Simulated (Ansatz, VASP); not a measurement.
## Two plane-wave programs on MgS

```
Mg S
1.0
     0.00000    2.79220    2.79220
     2.79220    0.00000    2.79220
     2.79220    2.79220    0.00000
Mg S
1 1
Direct
  0.00000 0.00000 0.00000
  0.75000 0.75000 0.75000
```

Alike in both runs: functional BLYP; dispersion D3(BJ); k mesh 6 × 6 × 6; no spin polarisation.

Ansatz relaxed the structure, and its values are those at the end. VASP's run is a single point on that final structure, the one shown.

|  | VASP | Ansatz |
| --- | --- | --- |
| version | VASP 6.6.1 | Ansatz 0.2.0 |
| potentials or method | VASP PAW PBE potentials, release 64 (Mg, S) | plane waves, PAW |
| plane-wave cutoff (eV) | 520 | 420 |
| occupations | gaussian, width 0.01 eV | fixed |
| valence electrons in the cell | 8 | 16 |

VASP gave:

```
pressure (GPa) : -0.1
```

Task: What did Ansatz give for the same quantities?

Result: Pressure (GPa): 0.0.

VASP's potentials were made for PBE, not for BLYP. VASP's potentials hold 8 valence electrons a cell and Ansatz's 16, so a difference there can come from the potentials and not from the codes.
